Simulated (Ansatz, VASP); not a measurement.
## ZnF2 in VASP and in Ansatz

```
Zn F
1.0
     4.60846    0.00000    0.00000
     0.00000    4.60846    0.00000
     0.00000    0.00000    3.06480
Zn F
2 4
Direct
  0.50000 0.50000 0.50000
  0.00000 0.00000 0.00000
  0.69827 0.69827 0.00000
  0.80173 0.19827 0.50000
  0.30173 0.30173 0.00000
  0.19827 0.80173 0.50000
```

Change from the starting cell: equal strain along all axes, cell held, atoms relaxed: -2.0 %.

Alike in both runs: functional r2SCAN; k mesh 6 × 6 × 8; occupations gaussian, width 0.02 eV; no spin polarisation.

Ansatz relaxed the structure, and its values are those at the end. VASP's run is a single point on that final structure, the one shown.

|  | VASP | Ansatz |
| --- | --- | --- |
| version | VASP 6.6.1 | Ansatz 0.2.0 |
| potentials or method | VASP PAW PBE potentials, release 64 (Zn, F), cutoff 660 eV | scalar-relativistic, plane waves, PAW |
| valence electrons in the cell | 52 | 52 |

|  | VASP | Ansatz | Ansatz less VASP |
| --- | --- | --- | --- |
| gap on the k mesh at the Fermi level (eV) | 4.28 | 4.35 | +0.065 |
| least direct gap on the mesh (eV) | 4.28 | 4.35 | +0.065 |
| pressure (GPa) | 9.0 | 8.4 | -0.66 |
| rms of the force components (eV/Å) | 0.005 | 0.000 | -0.0045 |

VASP's potentials were made for PBE, not for r2SCAN. Ansatz's warnings: stress scf threshold loose.
